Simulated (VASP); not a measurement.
A run of VASP 6.6.1:

Contents of INCAR:

```
PREC = Accurate
ENCUT = 600
EDIFF = 1E-6
ISMEAR = -1
SIGMA = 0.1
LREAL = F
LASPH = T
NELM = 100
ALGO = Normal
ISIF = 3
LWAVE = F
LCHARG = F
GGA = RP
IBRION = 2
NSW = 80
EDIFFG = -0.01
```

File KPOINTS:

```
regular mesh
0
Gamma
  10 10 10
```

POSCAR

```
As
1.0
    1.8807975058      1.0858789463      3.5140618606
   -1.8807975058      1.0858789463      3.5140618606
    0.0000000000     -2.1717578925      3.5140618606
As
2
Direct
    0.7740000000      0.7740000000      0.7740000000
    0.2260000000      0.2260000000      0.2260000000
```

Potentials or basis: VASP PAW PBE potentials, release 64 (As).

Command:

```bash
$ cat potpaw_PBE.64/As/POTCAR > POTCAR
$ mpirun -np 1 vasp_std > vasp.out
```

Hardware: 1 thread of Intel Xeon 8259CL (shared host).

Estimate the wall time of this run.

Run time: 20 min on 1 thread of Intel Xeon 8259CL (shared host), peak memory 0.25 GiB. Counts: scf iterations 166, k points 116, ion steps 22.
